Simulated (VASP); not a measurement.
ScTa3:

```
Sc Ta
1.0
     4.06114    0.00000    0.00000
     0.00000    4.06114    0.00000
     0.00000    0.00000    4.01940
Sc Ta
1 3
Cartesian
  0.0000 0.0000 0.0000
  0.0000 2.0306 2.0097
  2.0306 0.0000 2.0097
  2.0306 2.0306 0.0000
```

| Item | Value |
| --- | --- |
| Program | VASP 6.6.1 |
| Task | relaxation of cell and atoms |
| Functional | PBE |
| Potentials or basis | VASP PAW PBE potentials, release 64 (Sc_sv, Ta_pv) |
| Cutoff | 600 eV |
| k mesh | 4 × 4 × 4 |
| Occupations | gaussian, width 0.1 eV |
| Spin | no spin polarisation |

At the start: pressure 31.4 GPa; volume 16.57 Å³/atom.

Q: How do energy, volume and symmetry change on relaxing?

A: Over 4 steps the energy falls by 257.9 meV/atom and the volume is 19.54 Å³/atom (+17.9 %); space group Pm-3m (No. 221, to 0.1 Å) before and after.

Step by step:
```
step  energy change (eV)  largest force (eV/Å)  pressure (GPa)  volume (Å³)
   1              0.0000                0.0000           31.45        66.29
   2              1.2977                0.0000          -24.26       102.65
   3             -1.0271                0.0000           -1.62        78.93
   4             -1.0316                0.0000           -0.20        78.16
```

Final structure:
```cif
data_structure
_symmetry_space_group_name_H-M 'P 1'
_symmetry_Int_Tables_number 1
_cell_length_a 4.2950
_cell_length_b 4.2950
_cell_length_c 4.2371
_cell_angle_alpha 90.000
_cell_angle_beta 90.000
_cell_angle_gamma 90.000
_cell_volume 78.16
loop_
_atom_site_label
_atom_site_type_symbol
_atom_site_fract_x
_atom_site_fract_y
_atom_site_fract_z
_atom_site_occupancy
Sc1 Sc 0.00000 0.00000 0.00000 1
Ta1 Ta 0.00000 0.50000 0.50000 1
Ta2 Ta 0.50000 0.00000 0.50000 1
Ta3 Ta 0.50000 0.50000 0.00000 1
```

Caveat: the k points lie up to 0.37 Å⁻¹ apart in the final cell, too coarse for converged energies and pressures of a metal; the volume moved by over 15 % at a fixed basis, so the end points are rough.
